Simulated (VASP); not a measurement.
Crystal: Mo2F3.

```xyz
5
Lattice="4.1405 0.0000 0.0000 0.0000 4.1405 0.0000 0.0000 0.0000 4.1405" Properties=species:S:1:pos:R:3 pbc="T T T"
Mo    2.0703    2.0703    2.0703
Mo    0.0000    0.0000    0.0000
F     2.0703    0.0000    0.0000
F     0.0000    2.0703    0.0000
F     0.0000    0.0000    2.0703
```

```yaml
Program: VASP 6.6.1
Task: relaxation of cell and atoms
Functional: PBE
Potentials_or_basis: VASP PAW PBE potentials, release 64 (Mo_sv, F)
Cutoff: 600 eV
k_mesh: 4 × 4 × 4
Occupations: gaussian, width 0.1 eV
Spin: collinear spin, ferromagnetic start
Starting_moments: "[1.0, 1.0, 0.0, 0.0, 0.0] μB"
```

At the start: pressure 12.8 GPa; volume 14.20 Å³/atom.

Q: Where does the relaxation end?

A: Over 3 steps the energy falls by 79.0 meV/atom and the volume is 16.33 Å³/atom (+15.0 %); space group Pm-3m (No. 221, to 0.05 Å); moment 1.67 μB per cell.

Step by step:
```
step  energy change (eV)  largest force (eV/Å)  pressure (GPa)  volume (Å³)
   1              0.0000                0.0000           12.82        70.98
   2             -0.3874                0.0000           -1.43        83.30
   3             -0.3949                0.0000           -0.02        81.66
```

Final structure:
```xyz
5
Lattice="4.3385 0.0000 0.0000 0.0000 4.3385 0.0000 0.0000 0.0000 4.3385" Properties=species:S:1:pos:R:3 pbc="T T T"
Mo    2.1693    2.1693    2.1693
Mo    0.0000    0.0000    0.0000
F     2.1693    0.0000    0.0000
F     0.0000    2.1693    0.0000
F     0.0000    0.0000    2.1693
```

Caveat: the k points lie up to 0.36 Å⁻¹ apart in the final cell; the volume moved by over 15 % at a fixed basis, so the end points are rough.
